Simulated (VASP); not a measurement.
# Al32P (a cell with a defect) in VASP: single point with PBE+D3(BJ)

Aim: the single point of Al32P (a cell with a defect) with PBE+D3(BJ).

Program: VASP 6.6.1. These are calculated values, not measurements. Logs are shortened: lines on timing, memory, paths and dates and some standing lists are left out, and cuts for length are marked.

## 1. The cell of the first run

The cell holds a defect, 33 atoms: a = 8.100 Å, b = 8.100 Å, c = 8.100 Å, α = 90.00°, β = 90.00°, γ = 90.00°.

## 2. Single point, PBE+D3(BJ)

Contents of INCAR:

```
PREC     = Accurate       # precision mode
ENCUT    = 520            # plane-wave cutoff, eV
EDIFF    = 1E-6           # SCF threshold, eV
ISMEAR   = 0              # smearing method
SIGMA    = 0.15           # smearing width, eV
LREAL    = Auto         
LASPH    = True           # aspherical terms in the spheres
NELM     = 100            # most SCF steps
ALGO     = Normal         # electronic algorithm
ISIF     = 2              # what is computed and relaxed
LWAVE    = False          # write WAVECAR
LCHARG   = False          # write CHGCAR
GGA      = PE             # functional
IVDW     = 12             # dispersion correction
NBANDS   = 72             # bands
```

Contents of KPOINTS:

```
Automatic mesh
0
Gamma
  3 3 3
```

Contents of POSCAR:

```
Al32P
1.0
    8.1000000000      0.0000000000      0.0000000000
    0.0000000000      8.1000000000      0.0000000000
    0.0000000000      0.0000000000      8.1000000000
Al P
32 1
Direct
    0.4994161728      0.0333497531      0.0074475309
    0.7561750617      0.2499183951     -0.0017233333
    0.7504207407      0.0073637037      0.2509140741
   -0.0003165432      0.0073598765     -0.0011296296
    0.2417581481      0.2499703704     -0.0126650617
    0.4994138272      0.4661946914      0.0076391358
    0.7935391358      0.7500807407     -0.0084756790
    0.2507070370      0.0333391358      0.2423438272
    0.5083525926      0.2499618519      0.2624900000
    0.7505220988      0.4925646914      0.2509613580
    0.5032029630      0.0048590123      0.4924195062
    0.7567444444      0.2501379012      0.5026767901
    0.7481335802      0.0000493827      0.7512520988
   -0.0004248148      0.4925813580     -0.0011786420
    0.2212593827      0.7499327160      0.0291208642
   -0.0060585185      0.2499225926      0.2515001235
    0.2507071605      0.4662166667      0.2421595062
    0.5288537037      0.7499256790      0.2206291358
    0.0019638272      0.0000751852      0.4985203704
    0.2465871605      0.2500969136      0.5090462963
    0.5027793827      0.4957743210      0.4925118519
    0.7349737037      0.7499719753      0.5129834568
    0.2468912346      0.0049050617      0.7573961728
    0.5035266667      0.2500938272      0.7407483951
    0.7480019753      0.5000293827      0.7511440741
   -0.0434402469      0.7500632099      0.2581948148
    0.0020937037      0.5000029630      0.4986408642
    0.2357012346      0.7494365432      0.3836845679
   -0.0066433333      0.2501400000      0.7471228395
    0.2473145679      0.4957379012      0.7573076543
    0.5143434568      0.7494237037      0.8661607407
    0.0152248148      0.7499772840      0.7367609877
    0.3750658025      0.7514562963      0.6249201235
```

Potentials or basis: VASP PAW PBE potentials, release 64 (Al, P).

Command:

```sh
$ cat potpaw_PBE.64/Al/POTCAR potpaw_PBE.64/P/POTCAR > POTCAR
$ mpirun -np 1 vasp_std > vasp.out
```

OUTCAR:

```text
PREC = Accurate
   ENCUT = 520
   EDIFF = 1E-6
   ISMEAR = 0
   LREAL = Auto
   LASPH = True
   NELM = 100
   ISIF = 2
   GGA = PE
   IVDW = 12
 IVDW          = 12

 ion  position               nearest neighbor table
   1  0.499  0.033  0.007-  31 2.57   9 2.71   2 2.72   5 2.73   8 2.77  24 2.78   3 2.84  18 2.88
                            23 2.89  13 2.90  15 3.22   7 3.31
   2  0.756  0.250  0.998-   6 2.72   1 2.72  14 2.78   4 2.78  29 2.80  16 2.81   3 2.84  10 2.84
                            13 2.85  25 2.85  24 2.92   9 2.93
   3  0.750  0.007  0.251-  26 2.67  18 2.76   9 2.78  16 2.78  11 2.80  12 2.83   2 2.84   1 2.84
                            19 2.86   4 2.87  22 2.98   7 2.98
   4  1.000  0.007  0.999-   7 2.67  15 2.76   5 2.78   2 2.78  23 2.80  29 2.83  16 2.84   8 2.84
                            13 2.86   3 2.87  32 2.98  26 2.98
   5  0.242  0.250  0.987-  17 2.71   8 2.71  23 2.72  30 2.73   6 2.73   1 2.73   4 2.78  14 2.78
                            29 2.80  24 2.91  16 2.93   9 3.10
   6  0.499  0.466  0.008-  31 2.57   9 2.71   2 2.72   5 2.73  17 2.77  24 2.78  10 2.84  18 2.88
                            30 2.89  25 2.91  15 3.22   7 3.31
   7  0.794  0.750  0.992-  31 2.48  26 2.53   4 2.67  14 2.67  32 2.74  13 2.83  25 2.83  18 2.84
                             3 2.98  10 2.98   1 3.31   6 3.31
   8  0.251  0.033  0.242-  28 2.57   5 2.71  16 2.72   9 2.73   1 2.77  20 2.78   4 2.84  15 2.88
                            11 2.89  19 2.90  18 3.22  26 3.31
   9  0.508  0.250  0.262-   6 2.71   1 2.71  11 2.72  21 2.73  17 2.73   8 2.73   3 2.78  10 2.78
                            12 2.80  20 2.91   2 2.93   5 3.10
  10  0.751  0.493  0.251-  26 2.67  18 2.76   9 2.78  16 2.78  21 2.80  12 2.83   2 2.84   6 2.84
                            27 2.86  14 2.87  22 2.98   7 2.98
  11  0.503  0.005  0.492-  33 2.54   9 2.72  22 2.80   3 2.80  24 2.83  12 2.86  20 2.88  13 2.89
                             8 2.89  23 2.99  18 3.03  28 3.12
  12  0.757  0.250  0.503-  29 2.76  16 2.80   9 2.80  24 2.82  10 2.83   3 2.83  27 2.84  19 2.84
                            25 2.86  13 2.86  11 2.86  21 2.86
  13  0.748  0.000  0.751-  22 2.80   7 2.83  24 2.83  29 2.84   2 2.85  12 2.86   4 2.86  11 2.89
                            19 2.90   1 2.90  31 2.93  32 2.97
  14  1.000  0.493  0.999-   7 2.67  15 2.76   5 2.78   2 2.78  30 2.80  29 2.83  16 2.84  17 2.84
                            25 2.86  10 2.87  32 2.98  26 2.98
  15  0.221  0.750  0.029-  31 2.72   4 2.76  14 2.76  26 2.84  28 2.87   8 2.88  17 2.88  32 2.90
                            18 2.93  30 3.02  23 3.03   1 3.22   6 3.22
  16  0.994  0.250  0.252-  17 2.72   8 2.72  10 2.78   3 2.78  12 2.80   2 2.81   4 2.84  14 2.84
                            19 2.85  27 2.85  20 2.92   5 2.93
  17  0.251  0.466  0.242-  28 2.57   5 2.71  16 2.72   9 2.73   6 2.77  20 2.78  14 2.84  15 2.88
                            21 2.89  27 2.91  18 3.22  26 3.31
  18  0.529  0.750  0.221-  28 2.72   3 2.76  10 2.76   7 2.84  31 2.87   1 2.88   6 2.88  22 2.90
                            15 2.93  21 3.02  11 3.03   8 3.22  17 3.22
  19  0.002  0.000  0.499-  32 2.80  26 2.83  20 2.83  12 2.84  16 2.85  29 2.86   3 2.86  23 2.89
                            13 2.90   8 2.90  28 2.93  22 2.97
  20  0.247  0.250  0.509-  17 2.78   8 2.78  24 2.80  29 2.82  23 2.83  30 2.83  27 2.83  19 2.83
                            21 2.88  11 2.88   9 2.91  16 2.92
  21  0.503  0.496  0.493-  33 2.55   9 2.73  22 2.79  10 2.80  24 2.83  12 2.86  20 2.88  25 2.89
                            17 2.89  30 2.98  18 3.02  28 3.11
  22  0.735  0.750  0.513-  26 2.74  21 2.79  11 2.80  25 2.80  13 2.80  18 2.90  32 2.90  27 2.97
                            19 2.97  10 2.98   3 2.98  33 3.05
  23  0.247  0.005  0.757-  33 2.54   5 2.72  32 2.80   4 2.80  20 2.83  29 2.86  24 2.88  19 2.89
                             1 2.89  11 2.99  15 3.03  31 3.12
  24  0.504  0.250  0.741-   6 2.78   1 2.78  20 2.80  12 2.82  11 2.83  21 2.83  25 2.83  13 2.83
                            23 2.88  30 2.88   5 2.91   2 2.92
  25  0.748  0.500  0.751-  22 2.80  24 2.83   7 2.83  29 2.84   2 2.85  12 2.86  14 2.86  21 2.89
                            27 2.90   6 2.91  31 2.92  32 2.97
  26  0.957  0.750  0.258-  28 2.48   7 2.53   3 2.67  10 2.67  22 2.74  19 2.83  27 2.83  15 2.84
                             4 2.98  14 2.98   8 3.31  17 3.31
  27  0.002  0.500  0.499-  32 2.80  20 2.83  26 2.83  12 2.84  16 2.85  29 2.86  10 2.86  30 2.89
                            25 2.90  17 2.91  28 2.92  22 2.97
  28  0.236  0.749  0.384-  33 2.26  26 2.48  17 2.57   8 2.57  18 2.72  15 2.87  27 2.92  19 2.93
                            21 3.11  11 3.12
  29  0.993  0.250  0.747-  12 2.76   2 2.80   5 2.80  20 2.82  14 2.83   4 2.83  25 2.84  13 2.84
                            27 2.86  19 2.86  23 2.86  30 2.86
  30  0.247  0.496  0.757-  33 2.55   5 2.73  32 2.79  14 2.80  20 2.83  29 2.86  24 2.88  27 2.89
                             6 2.89  21 2.98  15 3.02  31 3.11
  31  0.514  0.749  0.866-  33 2.26   7 2.48   6 2.57   1 2.57  15 2.72  18 2.87  25 2.92  13 2.93
                            30 3.11  23 3.12
  32  0.015  0.750  0.737-   7 2.74  30 2.79  23 2.80  27 2.80  19 2.80  15 2.90  22 2.90  13 2.97
                            25 2.97  14 2.98   4 2.98  33 3.05
  33  0.375  0.751  0.625-  31 2.26  28 2.26  11 2.54  23 2.54  21 2.55  30 2.55  32 3.05  22 3.05

  LATTYP: Found a simple cubic cell.
 ALAT       =     8.1000000000

  Lattice vectors:

 A1 = (   8.1000000000,   0.0000000000,   0.0000000000)
 A2 = (   0.0000000000,   8.1000000000,   0.0000000000)
 A3 = (   0.0000000000,   0.0000000000,   8.1000000000)
[... 153 lines left out ...]
 -0.333333  0.333333  0.000000      2.000000
 -0.333333  0.000000  0.333333      2.000000
  0.000000 -0.333333  0.333333      2.000000
  0.333333  0.333333  0.333333      2.000000
 -0.333333  0.333333  0.333333      2.000000
 -0.333333 -0.333333  0.333333      2.000000
  0.333333 -0.333333  0.333333      2.000000
   k-points           NKPTS =     14   k-points in BZ     NKDIM =     14   number of bands    NBANDS=     72
   number of dos      NEDOS =    301   number of ions     NIONS =     33
   total plane-waves  NPLWV = 216000
   dimension x,y,z NGX =    60 NGY =   60 NGZ =   60
   dimension x,y,z NGXF=   120 NGYF=  120 NGZF=  120
   ions per type =              32   1
   NGX,Y,Z   is equivalent  to a cutoff of  12.31, 12.31, 12.31 a.u.
   NGXF,Y,Z  is equivalent  to a cutoff of  24.63, 24.63, 24.63 a.u.
 SYSTEM =  unknown system
   PREC   = accura    normal or accurate (medium, high low for compatibility)
   ISTART =      0    job   : 0-new  1-cont  2-samecut
   ICHARG =      2    charge: 1-file 2-atom 10-const
   ISPIN  =      1    spin polarized calculation?
   LNONCOLLINEAR =      F non collinear calculations
   LSORBIT =      F    spin-orbit coupling
   LASPH  =      T    aspherical Exc in radial PAW
   ENCUT  =  520.0 eV  38.22 Ry    6.18 a.u.  15.06 15.06 15.06*2*pi/ulx,y,z
   NELM   =    100;   NELMIN=  2; NELMDL= -5     # of ELM steps
   EDIFF  = 0.1E-05   stopping-criterion for ELM
   LREAL  =      T    real-space projection
   EDIFFG = 0.1E-04   stopping-criterion for IOM
   NSW    =      0    number of steps for IOM
   IBRION =     -1    ionic relax: 0-MD 1-quasi-New 2-CG
   NFREE  =      0    steps in history (QN), initial steepest desc. (CG)
   ISIF   =      2    stress and relaxation
   ISYM   =      2    0-nonsym 1-usesym 2-fastsym
   POTIM  = 0.5000    time-step for ionic-motion
   TEBEG  =    0.0;   TEEND  =   0.0 temperature during run
   PSTRESS=    0.0 pullay stress
   NELECT =     101.0000    total number of electrons
   NUPDOWN=      -1.0000    fix difference up-down
   EMIN   =  10.00;   EMAX   =-10.00  energy-range for DOS
   EFERMI =   0.00;   METHOD = LEGACY
   ISMEAR =     0;   SIGMA  =   0.15  broadening in eV -4-tet -1-fermi 0-gaus
   EFERMI_NEDOS =   21; number of points for ismear=-14 and -15
   IALGO  =     38    algorithm
   IMIX   =      4    mixing-type and parameters
     AMIX     =   0.40;   BMIX     =  1.00
     AMIX_MAG =   1.60;   BMIX_MAG =  1.00
  volume/ion in A,a.u.               =      16.10       108.68
  Fermi-wavevector in a.u.,A,eV,Ry     =   0.941233  1.778672 12.053656  0.885919
  Thomas-Fermi vector in A             =   2.068723
   LORBIT       =      0    0 simple, 1 ext, 2 COOP (PROOUT), +10 PAW based schemes
   GGA     = PE    functional components
   LHFCALC =     F    Hartree Fock is set to
   AEXX    =    0.0000 exact exchange contribution
   IVDW    =    12    specifies the selected vdW correction
   LEPSILON=     F    determine dielectric tensor
   LRPA    =     F    only Hartree local field effects (RPA)
 non-spin polarized calculation
 Gauss-broadening in eV      SIGMA  =   0.15
  energy-cutoff  :      520.00
  volume of cell :      531.44
 maximum number of plane-waves:     14358
   NGX = 31   NGY = 31   NGZ = 31

 number of electron     100.9999998 magnetization

 Free energy of the ion-electron system (eV)
  ---------------------------------------------------
  ext. energy  EPLUGINS =         0.00000000
  ---------------------------------------------------
  free energy    TOTEN  =      -123.59721180 eV

  energy without entropy =     -123.48495364  energy(sigma->0) =     -123.54108272

 E-fermi :   8.2408     XC(G=0): -10.2885

 val. band max:        8.1653091748   @ k =   0.3333   0.3333   0.0000
 cond. band min:       8.2709583962   @ k =  -0.3333   0.0000   0.3333
 fundamental gap:      0.1056492214
 Fermi energy:         8.2407781169

 k-point     1 :       0.0000    0.0000    0.0000
  band No.  band energies     occupation
      1      -4.3115      2.00000
      2      -2.5970      2.00000
      3      -0.9325      2.00000
      4      -0.9123      2.00000
      5      -0.8312      2.00000
      6      -0.7565      2.00000
[... 899 lines left out ...]
     61       9.8372      0.00000
     62       9.8726      0.00000
 [bands above 62 left out]

------------------------ aborting loop because EDIFF is reached ----------------------------------------

 Edisp (eV)  -11.47442

 E8    (eV) :    -5.1078

  FORCE on cell =-STRESS in cart. coord.  units (eV):
  Direction    XX          YY          ZZ          XY          YZ          ZX
  --------------------------------------------------------------------------------------
  -------------------------------------------------------------------------------------
  Total       2.81559     0.83665     5.21553     0.00047    -0.00163     3.78463
  in kB       8.48838     2.52231    15.72368     0.00143    -0.00491    11.40983
  external pressure =        8.91 kB  Pullay stress =        0.00 kB

 VOLUME and BASIS-vectors are now :
 -----------------------------------------------------------------------------
  energy-cutoff  :      520.00
  volume of cell :      531.44
      direct lattice vectors                 reciprocal lattice vectors
     8.100000000  0.000000000  0.000000000     0.123456790  0.000000000  0.000000000
     0.000000000  8.100000000  0.000000000     0.000000000  0.123456790  0.000000000
     0.000000000  0.000000000  8.100000000     0.000000000  0.000000000  0.123456790

 POSITION                                       TOTAL-FORCE (eV/Angst)
 -----------------------------------------------------------------------------------
      4.04527      0.27013      0.06033        -0.002670     -0.000536     -0.000101
      6.12502      2.02434      8.08604        -0.001684     -0.000252     -0.000610
      6.07841      0.05965      2.03240        -0.001036     -0.001510      0.001587
      8.09744      0.05961      8.09085         0.000178     -0.001212     -0.000776
      1.95824      2.02476      7.99741         0.002306     -0.000575     -0.000495
      4.04525      3.77618      0.06188        -0.000796     -0.000540      0.000024
[... 25 lines left out ...]
      0.12332      6.07482      5.96776         0.001241      0.000391      0.002519
      3.03803      6.08680      5.06185        -0.001156     -0.000705     -0.002689
 -----------------------------------------------------------------------------------
    total drift:                               -0.001490      0.005603     -0.000138

  FREE ENERGIE OF THE ION-ELECTRON SYSTEM (eV)
  ---------------------------------------------------
  free  energy   TOTEN  =      -135.0716328126 eV

  energy  without entropy=     -134.9593746577  energy(sigma->0) =     -135.01550374
```

Wall time 6.4 min (1 thread of Intel Xeon 6975P-C (Granite Rapids), shared host); peak memory 0.65 GiB.

What came out:

```
Free energy                : -135.0716 eV
Pressure                   : 0.9 GPa
Largest force              : 0.020 eV/Å
Dispersion energy per atom : -0.348 eV
```

Forces in eV/Å, atoms in the order of the input:
```
Al  -0.003 -0.001  0.000
Al  -0.002  0.000 -0.001
Al  -0.001 -0.002  0.002
Al   0.000 -0.001 -0.001
Al   0.002 -0.001  0.000
Al  -0.001 -0.001  0.000
Al  -0.002  0.000 -0.003
Al   0.001 -0.001  0.001
Al  -0.001 -0.001 -0.001
Al  -0.001  0.001  0.002
Al  -0.005 -0.007  0.005
Al  -0.001  0.001  0.000
Al  -0.006 -0.002  0.001
Al   0.000  0.001 -0.001
Al   0.000  0.000  0.002
Al   0.001 -0.001  0.002
Al   0.001  0.001  0.001
Al  -0.002  0.000  0.001
Al   0.006 -0.002 -0.002
Al   0.000 -0.001  0.002
Al  -0.006  0.006  0.007
Al  -0.002  0.000 -0.002
Al   0.006 -0.007 -0.006
Al  -0.001 -0.001 -0.002
Al  -0.005  0.001  0.002
Al   0.003  0.000  0.002
Al   0.006  0.001 -0.002
Al   0.016  0.002  0.013
Al   0.000  0.001 -0.001
Al   0.006  0.008 -0.008
Al  -0.012  0.002 -0.012
Al   0.001  0.000  0.003
P   -0.001 -0.001 -0.003
```

Stress tensor (GPa, compression positive):
```
0.85 0.00 1.14
0.00 0.25 0.00
1.14 0.00 1.57
```
